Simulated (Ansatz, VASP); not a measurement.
# Nb: VASP beside Ansatz

File INCAR:

```
ALGO = Normal
EDIFF = 1E-7
ENCUT = 520
GGA = PE
ISIF = 2
ISMEAR = -1
LASPH = T
LCHARG = F
LREAL = F
LWAVE = F
NBANDS = 12
NELM = 100
PREC = Accurate
SIGMA = 0.1
```

The input KPOINTS:

```
k-points
0
Gamma
  16 16 16
```

POSCAR

```
Nb
1.0
    2.6083867888      0.0000000000      0.0000000000
    0.0000000000      2.6083867888      0.0000000000
    0.0000000000      0.0000000000      2.6083867888
Nb
1
Direct
    0.0000000000      0.0000000000      0.0000000000
```

Input for Ansatz:

```yaml
crystal:
  lattice:
    - [2.6083867888, 0.0, 0.0]
    - [0.0, 2.6083867888, 0.0]
    - [0.0, 0.0, 2.6083867888]
  atoms:
    - { symbol: Nb, position: [0.0, 0.0, 0.0] }
kpoints:
  mp_grid: { grid: [16, 16, 16] }
scf:
  occupations: { method: fermi_dirac, width: 0.1 }
hamiltonian:
  xc: pbe
  pseudopotentials: { kind: paw }
output:
  forces: true
  stress: true
  eigenvalues: true
  populations: true
  write_density: true
  write_potential: true
  elf: true
  volumetric_format: npy
```

Change from the starting cell: volume scaled by 0.88, PAW files.

Alike in both runs: task single point; functional PBE; k mesh 16 × 16 × 16; occupations fermi-dirac, width 0.1 eV; no spin polarisation.

```csv
,VASP,Ansatz
version,VASP 6.6.1,Ansatz 0.2.0
potentials or method,"VASP PAW PBE potentials, release 64 (Nb_sv)","PAW with Ansatz's default frozen-core files, scalar-relativistic"
plane-wave cutoff (eV),520,420
valence electrons in the cell,13,13
```

```tsv
	VASP	Ansatz	Ansatz less VASP
pressure (GPa)	20.8	21.0	+0.17
```

With one functional, cell and mesh, what is left measures potentials, basis and numerics.
